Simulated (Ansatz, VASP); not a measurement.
# PtAuC4N4 in VASP and in Ansatz

```
Pt C Au N
1.0
     5.88262    0.00000    0.00000
     0.00000    5.88262    0.00000
     0.00000    0.00000    5.88262
Pt C Au N
1 4 1 4
Direct
  0.00000 0.00000 0.00000
  0.18814 0.18814 0.18814
  0.18814 0.81186 0.81186
  0.81186 0.18814 0.81186
  0.81186 0.81186 0.18814
  0.50000 0.50000 0.50000
  0.30297 0.30297 0.30297
  0.30297 0.69703 0.69703
  0.69703 0.30297 0.69703
  0.69703 0.69703 0.30297
```

Alike in both runs: task single point; functional PBE; k mesh 4 × 4 × 4; occupations gaussian, width 0.1 eV; no spin polarisation.

```csv
,VASP,Ansatz
version,VASP 6.6.1,Ansatz 0.2.0
potentials or method,"VASP PAW PBE potentials, release 64 (Pt, C, Au, N), cutoff 520 eV","scalar-relativistic, plane waves, PAW"
valence electrons in the cell,57,73
```

VASP gave:

| Property | Result |
| --- | --- |
| gap on the k mesh at the Fermi level (eV) | none |
| pressure (GPa) | 7.6 |
| rms of the force components (eV/Å) | 0.089 |

Problem. What did Ansatz give for the same quantities?

Solution. gap on the k mesh at the Fermi level (eV): none; pressure (GPa): 7.4; rms of the force components (eV/Å): 0.102.

Atom by atom the forces differ by 0.184 eV/Å (rms over components). A gap of «none» marks a metal or a gap that the smearing closes. One of these differences is far larger than is usual between the two programs; its cause wasn't traced. The functional is the same, so the differences come from potentials, cutoffs and numerics. VASP's potentials hold 57 valence electrons a cell and Ansatz's 73, so a difference there can come from the potentials and not from the codes.

Neither program's run includes spin-orbit coupling. Noted on VASP's run: the standard files for N, O and F lose accuracy on very short bonds.
